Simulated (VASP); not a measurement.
Runs of VASP 6.6.1 on V. The structure is that of space group P6_3/mmc (No. 194), or close to it. The cells are those of the table. 

```tsv
task	cell	k mesh	cutoff (eV)	gap on the mesh (eV)	pressure (GPa)
relaxation of cell and atoms	relaxed from a = 2.694, b = 2.694, c = 4.399 Å, angles 90.0, 90.0, 120.0°, 2 atoms	13 × 13 × 7	600	none	0.0
single point	a = 2.700, b = 2.700, c = 4.827 Å, angles 90.0, 90.0, 120.0°, 2 atoms	15 × 15 × 8	520	none	-10.6
single point	a = 2.596, b = 2.596, c = 4.641 Å, angles 90.0, 90.0, 120.0°, 2 atoms	15 × 15 × 8	520	none	7.6
single point	a = 2.632, b = 2.632, c = 4.705 Å, angles 90.0, 90.0, 120.0°, 2 atoms	13 × 13 × 7	520	none	(b)
single point	a = 2.522, b = 2.522, c = 4.509 Å, angles 90.0, 90.0, 120.0°, 2 atoms	15 × 15 × 8	520	none	27.3
single point	a = 2.733, b = 2.733, c = 4.886 Å, angles 90.0, 90.0, 120.0°, 2 atoms	15 × 15 × 8	520	none	(a)
single point	a = 2.560, b = 2.560, c = 4.576 Å, angles 90.0, 90.0, 120.0°, 2 atoms	15 × 15 × 8	520	none	16.5
```

Alike in all rows: level revPBE; potentials or basis VASP PAW PBE potentials, release 64 (V_sv); no spin polarisation; smearing fermi-dirac 0.1 eV.

Fill in the values left out.

(a) -14.7; (b) 0.2.

Caveats: the PAW data sets were made with another functional, which shifts forces and pressure a little.

A gap of «none» marks levels without a gap at the run's occupations.
